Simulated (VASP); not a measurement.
Crystal: Ga3Se.

```xyz
4
Lattice="4.4325 0.0000 0.0000 0.0000 4.4325 0.0000 0.0000 0.0000 4.4325" Properties=species:S:1:pos:R:3 pbc="T T T"
Se    0.0000    0.0000    0.0000
Ga    2.2162    2.2162    0.0000
Ga    2.2162    0.0000    2.2162
Ga    0.0000    2.2162    2.2162
```

| Quantity | Value |
| --- | --- |
| Program | VASP 6.6.1 |
| Task | relaxation of cell and atoms |
| Functional | RPBE |
| Potentials or basis | VASP PAW PBE potentials, release 64 (Se, Ga_d) |
| Cutoff | 600 eV |
| k mesh | 6 × 6 × 6 |
| Occupations | fermi-dirac, width 0.05 eV |
| Spin | no spin polarisation |

At the start: pressure 1.1 GPa; volume 21.77 Å³/atom.

Task: Where does the relaxation end?

Result: Over 3 steps the energy falls by 2.1 meV/atom and the volume is 22.46 Å³/atom (+3.2 %); space group Pm-3m (No. 221, to 0.05 Å).

The path:
```tsv
step	energy change (eV)	largest force (eV/Å)	pressure (GPa)	volume (Å³)
1	0.0000	0.0000	1.07	87.08
2	-0.0079	0.0000	0.31	88.94
3	-0.0086	0.0000	-0.04	89.84
```

Final structure:
```xyz
4
Lattice="4.4788 0.0000 0.0000 0.0000 4.4788 0.0000 0.0000 0.0000 4.4788" Properties=species:S:1:pos:R:3 pbc="T T T"
Se    0.0000    0.0000    0.0000
Ga    2.2394    2.2394    0.0000
Ga    2.2394    0.0000    2.2394
Ga    0.0000    2.2394    2.2394
```

Caveat: the PAW data sets were made with another functional, which shifts forces and pressure a little.
